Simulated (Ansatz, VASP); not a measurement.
# One calculation of C6F, two programs

```
CELL_PARAMETERS angstrom
4.93269 0.00000 0.00000
-1.23317 8.78588 0.00000
0.00000 0.00000 22.79071
ATOMIC_POSITIONS crystal
C 0.01970 0.07880 0.17551
C 0.51970 0.07880 0.17551
C 0.27463 0.09850 0.20581
C 0.77463 0.09850 0.20581
C 0.28448 0.13790 0.26642
C 0.78448 0.13790 0.26642
C 0.03930 0.15720 0.29594
C 0.53930 0.15720 0.29594
C 0.04968 0.19872 0.35927
C 0.54968 0.19872 0.35927
C 0.30407 0.21631 0.38571
C 0.80407 0.21631 0.38571
F 0.30407 0.13628 0.42082
F 0.30407 0.29634 0.42082
```

Alike in both runs: task single point; functional PBE; k mesh 6 × 3 × 1; occupations gaussian, width 0.1 eV; no spin polarisation.

|  | VASP | Ansatz |
| --- | --- | --- |
| version | VASP 6.6.1 | Ansatz 0.2.0 |
| potentials or method | VASP PAW PBE potentials, release 64 (C, F), cutoff 520 eV | scalar-relativistic, plane waves, PAW |
| valence electrons in the cell | 62 | 62 |

```csv
,VASP,Ansatz,Ansatz less VASP
gap on the k mesh at the Fermi level (eV),0.06,0.06,-0.001
least direct gap on the mesh (eV),0.06,0.06,-0.001
rms of the force components (eV/Å),12.740,11.970,-0.7702
```

Atom by atom the forces differ by 0.842 eV/Å (rms over components).

Noted on VASP's run: the standard files for N, O and F lose accuracy on very short bonds.
